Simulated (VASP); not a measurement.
Ag: relaxation of cell and atoms with PBE

Ag:

```
Ag
1.0
     2.94010    0.00000    0.00000
    -1.47005    2.54620    0.00000
     0.00000    0.00000    4.76296
Ag
2
Direct
  0.33333 0.66667 0.25000
  0.66667 0.33333 0.75000
```

This isn't the form of Ag at room conditions, which is fcc.

| Property | Result |
| --- | --- |
| Program | VASP 6.6.1 |
| Task | relaxation of cell and atoms |
| Functional | PBE |
| Potentials or basis | VASP PAW PBE potentials, release 64 (Ag) |
| Cutoff | 600 eV |
| k mesh | 15 × 15 × 8 |
| Occupations | fermi-dirac, width 0.05 eV |
| Spin | no spin polarisation |
| Dipole correction | no |
| Further INCAR settings | ALGO = Normal; EDIFF = 1e-06; IBRION = 2; EDIFFG = -0.005; NSW = 60; ISIF = 3 |

The energy gained by relaxing is 2.1 meV/atom. The ionic steps are 5, the pressure after relaxing is 0.0 GPa and the band gap on the k mesh is zero (bands 11 and 12 overlap by 7.43 eV).

Step by step:
| step | energy change (eV) | largest force (eV/Å) | pressure (GPa) | volume (Å³) |
| --- | --- | --- | --- | --- |
| 1 | 0.0000 | 0.0000 | 0.08 | 35.66 |
| 2 | -0.0028 | 0.0000 | -0.09 | 35.70 |
| 3 | -0.0041 | 0.0000 | -0.23 | 35.75 |
| 4 | -0.0041 | 0.0000 | 0.19 | 35.59 |
| 5 | -0.0042 | 0.0000 | -0.01 | 35.65 |

Final structure:
```yaml
crystal:
  lattice:
    - [2.91562, 0.00000, 0.00000]
    - [-1.45781, 2.52500, 0.00000]
    - [0.00000, 0.00000, 4.84285]
  atoms:
    - { symbol: Ag, position: [0.33333, 0.66667, 0.25000] }
    - { symbol: Ag, position: [0.66667, 0.33333, 0.75000] }
```

Levels at points of the mesh, in eV from the Fermi level:
```
           k point  band 9  band 10  band 11  band 12  band 13  band 14
(0.00, 0.00, 0.00)   -4.12    -3.24    -3.24    -0.55     2.98    15.50
(0.00, 0.00, 0.50)   -3.53    -3.53    -3.53    -3.53    10.31    10.31
```

It took 2.8 min on 1 thread of AMD EPYC 9R14 (Zen 4), with other jobs on the host, peak memory 0.19 GiB.
